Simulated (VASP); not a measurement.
Wanted: the native input for a VASP 6.6.1 run.

| Property | Result |
| --- | --- |
| Task | single point |
| Functional | PBE |
| Potentials or basis | VASP PAW PBE potentials, release 64 (Ta_pv, O) |
| Cutoff | 520 eV |
| k mesh | 6 × 6 × 6 |
| Occupations | gaussian, width 0.1 eV |
| Spin | no spin polarisation |
| Dipole correction | no |
| Further INCAR settings | ALGO = Normal; EDIFF = 1e-06; NBANDS = 30 |

The structure of TaO5 lies in POSCAR:

```
TaO5
1.0
    3.6537485136     -0.0000000024      0.0000000000
   -1.8268742547      3.1642390330      0.0000000000
    0.0000000000      0.0000000000      5.3485808093
Ta O
1 5
Direct
    0.0000000000      0.0000000000      0.0000000000
    0.5000000000      0.0000000000      0.5000000000
    0.5000000000      0.5000000000      0.5000000000
    0.0000000000      0.5000000000      0.5000000000
    0.3333333333      0.6666666667      0.0000000000
    0.6666666667      0.3333333333      0.0000000000
```

These files were run (other wordings do the same):

INCAR

```
SYSTEM = TaO5
PREC = Accurate ; ENCUT = 520
EDIFF = 1E-6 ; ISMEAR = 0
SIGMA = 0.1 ; LREAL = .False.
LASPH = .True. ; NELM = 60
ALGO = Normal ; ISIF = 2
LWAVE = .False. ; LCHARG = .True.
GGA = PE ; LELF = .True.
LVHAR = .True. ; NBANDS = 30
```

KPOINTS

```
Automatic mesh
0
Gamma
  6 6 6
  0 0 0
```

Potentials or basis: VASP PAW PBE potentials, release 64 (Ta_pv, O).

Command:

```console
$ cat potpaw_PBE.64/Ta_pv/POTCAR potpaw_PBE.64/O/POTCAR > POTCAR
$ mpirun -np 1 vasp_std > vasp.out
```

Results of the run:

```
Pressure : 0.4 GPa
```

Caveat: an odd number of electrons without spin polarisation forces a metal; a magnetic or distorted state may lie lower.

Run time: 35 s on 1 thread of Intel(R) Xeon(R) Platinum 8488C (Sapphire Rapids), on a shared host, peak memory 0.2 GiB.
